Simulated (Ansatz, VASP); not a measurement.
One calculation of AlN, two programs

```xyz
2
Lattice="0.0392 2.1803 2.1803 2.1803 0.0392 2.1803 2.1803 2.1803 0.0392" Properties=species:S:1:pos:R:3 pbc="T T T"
Al    0.0057    0.0057    0.0057
N     1.0943    1.0943    1.0943
```

Change from the starting cell: epitaxial_111 strain -2.0%.

Alike in both runs: task single point; functional PBE; k mesh 10 × 10 × 10; occupations fermi-dirac, width 0.02 eV; no spin polarisation.

|  | VASP | Ansatz |
| --- | --- | --- |
| version | VASP 6.6.1 | Ansatz 0.2.0 |
| potentials or method | VASP PAW PBE potentials, release 64 (Al, N) | plane waves, PAW |
| plane-wave cutoff (eV) | 520 | 420 |
| valence electrons in the cell | 8 | 8 |

Ansatz gave:

- gap on the k mesh at the Fermi level (eV): 3.24
- pressure (GPa): 12.1
- traceless stress, the component that is largest in VASP (GPa): -3.56
- rms of the force components (eV/Å): 0.011

**Question.** Estimate VASP's values.

**Answer.** gap on the k mesh at the Fermi level (eV): 3.23; pressure (GPa): 11.9; traceless stress, the component that is largest in VASP (GPa): -3.59; rms of the force components (eV/Å): 0.011.

Atom by atom the forces differ by 0.001 eV/Å (rms over components).
